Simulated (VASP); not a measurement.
# Si3N4 (P6_3/m) in VASP: relaxation of the atoms with PBE

Aim: the relaxation of the atoms of Si3N4 with PBE.

Program: VASP 6.6.1. These are calculated values, not measurements. Logs are shortened: lines on timing, memory, paths and dates and some standing lists are left out, and cuts for length are marked.

### Step 1. The cell of the first run

Symmetry: P6_3/m, No. 176, hexagonal system. The conventional cell has a = 7.604 Å, b = 7.604 Å, c = 2.906 Å, α = 90.00°, β = 90.00°, γ = 120.00°. Si (site symmetry m) has 4 N at 1.73 to 1.74 Å within 2.3 Å. Within 2.3 Å of N (site symmetry m) lie 3 Si at 1.74 Å. N (site symmetry -6) has 3 Si at 1.73 Å within 2.3 Å.

### Step 2. Relaxation of the atoms, PBE

Input file INCAR:

```
SYSTEM = Si3N4
  PREC = Accurate
  ENCUT = 520
  EDIFF = 1E-7
  ISMEAR = -1
  SIGMA = 0.02
  LREAL = .False.
  LASPH = .True.
  NELM = 100
  ALGO = Normal
  ISIF = 2
  LWAVE = .False.
  LCHARG = .False.
  GGA = PE
  IBRION = 2
  NSW = 80
  EDIFFG = -0.02
```

Input file KPOINTS:

```
Automatic mesh
0
Gamma
  4 4 8
  0 0 0
```

Input file POSCAR:

```
Si3N4
1.0
    7.6044000000      0.0000000000      0.0000000000
   -3.8022000000      6.5856035805      0.0000000000
    0.0000000000      0.0000000000      2.9063000000
Si N
6 8
Direct
    0.7684770000      0.1745570000      0.2500000000
    0.5939200000      0.7684770000      0.7500000000
    0.8254430000      0.5939200000      0.2500000000
    0.2315230000      0.8254430000      0.7500000000
    0.4060800000      0.2315230000      0.2500000000
    0.1745570000      0.4060800000      0.7500000000
    0.0305000000      0.3302400000      0.2500000000
    0.7002600000      0.0305000000      0.7500000000
    0.6697600000      0.7002600000      0.2500000000
    0.9695000000      0.6697600000      0.7500000000
    0.2997400000      0.9695000000      0.2500000000
    0.3302400000      0.2997400000      0.7500000000
    0.6666666667      0.3333333333      0.2500000000
    0.3333333333      0.6666666667      0.7500000000
```

Potentials or basis: VASP PAW PBE potentials, release 64 (Si, N).

Launch:

```sh
$ cat potpaw_PBE.64/Si/POTCAR potpaw_PBE.64/N/POTCAR > POTCAR
$ mpirun -np 1 vasp_std > vasp.out
```

OUTCAR:

```text
SYSTEM = Si3N4
   PREC = Accurate
   ENCUT = 520
   EDIFF = 1E-7
   ISMEAR = -1
   LREAL = .False.
   LASPH = .True.
   NELM = 100
   ISIF = 2
   GGA = PE
   IBRION = 2
   NSW = 80
   EDIFFG = -0.02

 ion  position               nearest neighbor table
   1  0.768  0.175  0.250-  13 1.73   8 1.74   8 1.74   7 1.74   3 3.00   5 3.00   2 3.05   2 3.05
                             6 3.05   6 3.05
   2  0.594  0.768  0.750-  14 1.73   9 1.74   9 1.74   8 1.74   6 3.00   4 3.00   1 3.05   1 3.05
                             3 3.05   3 3.05
   3  0.825  0.594  0.250-  13 1.73  10 1.74  10 1.74   9 1.74   1 3.00   5 3.00   4 3.05   4 3.05
                             2 3.05   2 3.05
   4  0.232  0.825  0.750-  14 1.73  11 1.74  11 1.74  10 1.74   6 3.00   2 3.00   5 3.05   5 3.05
                             3 3.05   3 3.05
   5  0.406  0.232  0.250-  13 1.73  12 1.74  12 1.74  11 1.74   3 3.00   1 3.00   4 3.05   4 3.05
                             6 3.05   6 3.05
   6  0.175  0.406  0.750-  14 1.73   7 1.74   7 1.74  12 1.74   4 3.00   2 3.00   1 3.05   1 3.05
                             5 3.05   5 3.05
   7  0.031  0.330  0.250-   6 1.74   6 1.74   1 1.74
   8  0.700  0.031  0.750-   1 1.74   1 1.74   2 1.74
   9  0.670  0.700  0.250-   2 1.74   2 1.74   3 1.74
  10  0.969  0.670  0.750-   3 1.74   3 1.74   4 1.74
  11  0.300  0.969  0.250-   4 1.74   4 1.74   5 1.74
  12  0.330  0.300  0.750-   5 1.74   5 1.74   6 1.74
  13  0.667  0.333  0.250-   1 1.73   3 1.73   5 1.73
  14  0.333  0.667  0.750-   4 1.73   6 1.73   2 1.73

  LATTYP: Found a hexagonal cell.
 ALAT       =     7.6044000000
 C/A-ratio  =     0.3821866288

  Lattice vectors:

 A1 = (   7.6044000000,   0.0000000000,   0.0000000000)
 A2 = (  -3.8022000000,   6.5856035805,   0.0000000000)
 A3 = (   0.0000000000,   0.0000000000,   2.9063000000)

Analysis of symmetry for initial positions (statically):
=====================================================================
 Subroutine PRICEL returns:
 Original cell was already a primitive cell.

 Routine SETGRP: Setting up the symmetry group for a
 hexagonal supercell.

 Subroutine GETGRP returns: Found 12 space group operations
 (whereof  6 operations were pure point group operations)
 out of a pool of 24 trial point group operations.

The static configuration has the point symmetry S_6 .
 The point group associated with its full space group is C_6h.

Analysis of symmetry for dynamics (positions and initial velocities):
=====================================================================
 Subroutine PRICEL returns:
 Original cell was already a primitive cell.

 Routine SETGRP: Setting up the symmetry group for a
 hexagonal supercell.

 Subroutine GETGRP returns: Found 12 space group operations
 (whereof  6 operations were pure point group operations)
 out of a pool of 24 trial point group operations.

The dynamic configuration has the point symmetry S_6 .
 The point group associated with its full space group is C_6h.

 Subroutine INISYM returns: Found 12 space group operations
 (whereof  6 operations are pure point group operations),
 and found     1 'primitive' translations

----------------------------------------------------------------------------------------

                                     Primitive cell

  volume of cell :     145.5462

  direct lattice vectors                    reciprocal lattice vectors
     7.604400000  0.000000000  0.000000000     0.131502814  0.075923185  0.000000000
    -3.802200000  6.585603580  0.000000000     0.000000000  0.151846370  0.000000000
     0.000000000  0.000000000  2.906300000     0.000000000  0.000000000  0.344080102

  length of vectors
     7.604400000  7.604400000  2.906300000     0.151846370  0.151846370  0.344080102

  position of ions in fractional coordinates (direct lattice)
     0.768477000  0.174557000  0.250000000
     0.593920000  0.768477000  0.750000000
     0.825443000  0.593920000  0.250000000
     0.231523000  0.825443000  0.750000000
     0.406080000  0.231523000  0.250000000
     0.174557000  0.406080000  0.750000000
     0.030500000  0.330240000  0.250000000
     0.700260000  0.030500000  0.750000000
     0.669760000  0.700260000  0.250000000
     0.969500000  0.669760000  0.750000000
     0.299740000  0.969500000  0.250000000
     0.330240000  0.299740000  0.750000000
     0.666666667  0.333333333  0.250000000
     0.333333333  0.666666667  0.750000000

  ion indices of the primitive-cell ions
   primitive index   ion index
                 1           1
                 2           2
                 3           3
                 4           4
                 5           5
                 6           6
                 7           7
                 8           8
                 9           9
                10          10
                11          11
                12          12
                13          13
                14          14

----------------------------------------------------------------------------------------

 KPOINTS: Automatic mesh

Automatic generation of k-mesh.
 Grid dimensions read from file:
 generate k-points for:    4    4    8

 Generating k-lattice:

  Cartesian coordinates                     Fractional coordinates (reciprocal lattice)
     0.032875704  0.018980796  0.000000000     0.250000000  0.000000000  0.000000000
     0.000000000  0.037961593  0.000000000     0.000000000  0.250000000  0.000000000
     0.000000000  0.000000000  0.043010013     0.000000000  0.000000000  0.125000000

  Length of vectors
     0.037961593  0.037961593  0.043010013

  Shift w.r.t. Gamma in fractional coordinates (k-lattice)
     0.000000000  0.000000000  0.000000000

 Subroutine IBZKPT returns following result:
 ===========================================

 Found     20 irreducible k-points:

 Following reciprocal coordinates:
            Coordinates               Weight
  0.000000  0.000000  0.000000      1.000000
  0.250000  0.000000  0.000000      6.000000
  0.500000  0.000000  0.000000      3.000000
  0.250000  0.250000  0.000000      6.000000
  0.000000  0.000000  0.125000      2.000000
  0.250000  0.000000  0.125000     12.000000
[... 12 lines left out ...]
  0.500000  0.000000  0.500000      3.000000
  0.250000  0.250000  0.500000      6.000000
   k-points           NKPTS =     20   k-points in BZ     NKDIM =     20   number of bands    NBANDS=     40
   number of dos      NEDOS =    301   number of ions     NIONS =     14
   total plane-waves  NPLWV =  86400
   dimension x,y,z NGX =    60 NGY =   60 NGZ =   24
   dimension x,y,z NGXF=   120 NGYF=  120 NGZF=   48
   ions per type =               6   8
   NGX,Y,Z   is equivalent  to a cutoff of  13.12, 13.12, 13.73 a.u.
   NGXF,Y,Z  is equivalent  to a cutoff of  26.23, 26.23, 27.46 a.u.
 SYSTEM =  Si3N4
   PREC   = accura    normal or accurate (medium, high low for compatibility)
   ISTART =      0    job   : 0-new  1-cont  2-samecut
   ICHARG =      2    charge: 1-file 2-atom 10-const
   ISPIN  =      1    spin polarized calculation?
   LNONCOLLINEAR =      F non collinear calculations
   LSORBIT =      F    spin-orbit coupling
   LASPH  =      T    aspherical Exc in radial PAW
   ENCUT  =  520.0 eV  38.22 Ry    6.18 a.u.  14.14 14.14  5.40*2*pi/ulx,y,z
   NELM   =    100;   NELMIN=  2; NELMDL= -5     # of ELM steps
   EDIFF  = 0.1E-06   stopping-criterion for ELM
   LREAL  =      F    real-space projection
   EDIFFG = -.2E-01   stopping-criterion for IOM
   NSW    =     80    number of steps for IOM
   IBRION =      2    ionic relax: 0-MD 1-quasi-New 2-CG
   NFREE  =      1    steps in history (QN), initial steepest desc. (CG)
   ISIF   =      2    stress and relaxation
   ISYM   =      2    0-nonsym 1-usesym 2-fastsym
   POTIM  = 0.5000    time-step for ionic-motion
   TEBEG  =    0.0;   TEEND  =   0.0 temperature during run
   PSTRESS=    0.0 pullay stress
   NELECT =      64.0000    total number of electrons
   NUPDOWN=      -1.0000    fix difference up-down
   EMIN   =  10.00;   EMAX   =-10.00  energy-range for DOS
   EFERMI =   0.00;   METHOD = LEGACY
   ISMEAR =    -1;   SIGMA  =   0.02  broadening in eV -4-tet -1-fermi 0-gaus
   EFERMI_NEDOS =   21; number of points for ismear=-14 and -15
   IALGO  =     38    algorithm
   IMIX   =      4    mixing-type and parameters
     AMIX     =   0.40;   BMIX     =  1.00
     AMIX_MAG =   1.60;   BMIX_MAG =  1.00
  volume/ion in A,a.u.               =      10.40        70.16
  Fermi-wavevector in a.u.,A,eV,Ry     =   1.244900  2.352520 21.085986  1.549776
  Thomas-Fermi vector in A             =   2.379146
   LORBIT       =      0    0 simple, 1 ext, 2 COOP (PROOUT), +10 PAW based schemes
   GGA     = PE    functional components
   LHFCALC =     F    Hartree Fock is set to
   AEXX    =    0.0000 exact exchange contribution
   IVDW    =     0    specifies the selected vdW correction
   LEPSILON=     F    determine dielectric tensor
   LRPA    =     F    only Hartree local field effects (RPA)
 conjugate gradient relaxation of ions
 non-spin polarized calculation
  energy-cutoff  :      520.00
  volume of cell :      145.55
 maximum number of plane-waves:      3965
 NGX is ok and might be reduce to    60
   NGX = 29   NGY = 29   NGZ = 11

--------------------------------------- Ionic step        1  -------------------------------------------

 number of electron      63.9999992 magnetization

 Free energy of the ion-electron system (eV)
  ---------------------------------------------------
  ext. energy  EPLUGINS =         0.00000000
  ---------------------------------------------------
  free energy    TOTEN  =      -114.49152260 eV

  energy without entropy =     -114.49152260  energy(sigma->0) =     -114.49152260

------------------------ aborting loop because EDIFF is reached ----------------------------------------

  FORCE on cell =-STRESS in cart. coord.  units (eV):
  Direction    XX          YY          ZZ          XY          YZ          ZX
  --------------------------------------------------------------------------------------
  -------------------------------------------------------------------------------------
  Total        4.7756192      4.7756192      4.8438552     -0.0000001     -0.0000000      0.0000000
  in kB       52.5701596     52.5701596     53.3213026     -0.0000006     -0.0000000      0.0000000
  external PRESSURE =      52.8205406 kB  Pullay stress =       0.0000000 kB
[... 225 lines left out ...]
  energy  without entropy=     -114.4921898733  energy(sigma->0) =     -114.49218987

--------------------------------------- Ionic step        6  -------------------------------------------

 number of electron      63.9999992 magnetization

 Free energy of the ion-electron system (eV)
  ---------------------------------------------------
  ext. energy  EPLUGINS =         0.00000000
  ---------------------------------------------------
  free energy    TOTEN  =      -114.49228745 eV

  energy without entropy =     -114.49228745  energy(sigma->0) =     -114.49228745

 E-fermi :   7.1605     XC(G=0): -10.8089

 val. band max:        6.7599081135   @ k =   0.0000   0.0000   0.1250
 cond. band min:      11.0955876260   @ k =   0.0000   0.0000   0.0000
 fundamental gap:      4.3356795125
 Fermi energy:         7.1605341538

 k-point     1 :       0.0000    0.0000    0.0000
  band No.  band energies     occupation
      1     -11.4558      2.00000
      2      -9.9963      2.00000
      3      -9.9963      2.00000
      4      -9.3466      2.00000
      5      -9.2215      2.00000
      6      -9.2215      2.00000
[... 890 lines left out ...]
  FREE ENERGIE OF THE ION-ELECTRON SYSTEM (eV)
  ---------------------------------------------------
  free  energy   TOTEN  =      -114.4922874497 eV

  energy  without entropy=     -114.4922874497  energy(sigma->0) =     -114.49228745

 reached required accuracy - stopping structural energy minimisation
```

It took 14 min on 1 thread of Oxide Virtual Turin-like, shared host; peak memory 0.29 GiB.

What came out:

```
Free energy                  : -114.4923 eV
Energy gained by relaxing    : 0.1 meV/atom
Ionic steps                  : 6
Pressure after relaxing      : 5.2 GPa
Largest force after relaxing : 0.015 eV/Å
Band gap on the k mesh       : 4.34 eV (least direct gap 4.52 eV)
```

Forces on the atoms (eV/Å):
```
Si  -0.015 -0.002  0.000
Si  -0.006 -0.013  0.000
Si   0.009 -0.012  0.000
Si   0.015  0.002  0.000
Si   0.006  0.013  0.000
Si  -0.009  0.012  0.000
N   -0.005  0.009  0.000
N   -0.010  0.001  0.000
N   -0.006 -0.009  0.000
N    0.005 -0.009  0.000
N    0.010 -0.001  0.000
N    0.006  0.009  0.000
N    0.000  0.000  0.000
N    0.000  0.000  0.000
```

Step by step:
| step | energy change (eV) | largest force (eV/Å) | pressure (GPa) |
| --- | --- | --- | --- |
| 1 | 0.0000 | 0.0494 | 5.28 |
| 2 | -0.0001 | 0.0732 | 5.27 |
| 3 | -0.0003 | 0.0391 | 5.28 |
| 4 | -0.0006 | 0.0208 | 5.25 |
| 5 | -0.0007 | 0.0209 | 5.24 |
| 6 | -0.0008 | 0.0147 | 5.22 |

Final structure:
```
CELL_PARAMETERS angstrom
7.60440 0.00000 0.00000
-3.80220 6.58560 0.00000
0.00000 0.00000 2.90630
ATOMIC_POSITIONS crystal
Si 0.76795 0.17401 0.25000
Si 0.59394 0.76795 0.75000
Si 0.82599 0.59394 0.25000
Si 0.23205 0.82599 0.75000
Si 0.40606 0.23205 0.25000
Si 0.17401 0.40606 0.75000
N 0.02989 0.32963 0.25000
N 0.70026 0.02989 0.75000
N 0.67037 0.70026 0.25000
N 0.97011 0.67037 0.75000
N 0.29974 0.97011 0.25000
N 0.32963 0.29974 0.75000
N 0.66667 0.33333 0.25000
N 0.33333 0.66667 0.75000
```

A k mesh can miss the band edges.
